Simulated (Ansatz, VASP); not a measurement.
One calculation of B3As, two programs

```
B As
1.0
     4.14118    0.00000    0.00000
     0.00000    4.14118    0.00000
     0.00000    0.00000    4.14118
B As
3 1
Direct
  0.50000 0.00000 0.00000
  0.00000 0.50000 0.00000
  0.00000 0.00000 0.50000
  0.00000 0.00000 0.00000
```

Change from the starting cell: species swapped into the Cu3N type (Pm-3m, No. 221).

Alike in both runs: functional PBE; k mesh 4 × 4 × 4; occupations gaussian, width 0.1 eV; no spin polarisation.

Ansatz relaxed the structure, and its values are those at the end. VASP's run is a single point on that final structure, the one shown.

|  | VASP | Ansatz |
| --- | --- | --- |
| version | VASP 6.6.1 | Ansatz 0.2.0 |
| potentials or method | VASP PAW PBE potentials, release 64 (B, As), cutoff 520 eV | scalar-relativistic, plane waves, PAW |
| valence electrons in the cell | 14 | 24 |

Ansatz gave:

| Quantity | Value |
| --- | --- |
| gap on the k mesh at the Fermi level (eV) | none |
| pressure (GPa) | 0.0 |

Q: Estimate VASP's values.

A: gap on the k mesh at the Fermi level (eV): none; pressure (GPa): 0.4.

A gap of «none» marks a metal or a gap that the smearing closes. VASP's potentials hold 14 valence electrons a cell and Ansatz's 24, so a difference there can come from the potentials and not from the codes.

The k mesh is coarse, so the values compare programs but aren't converged.
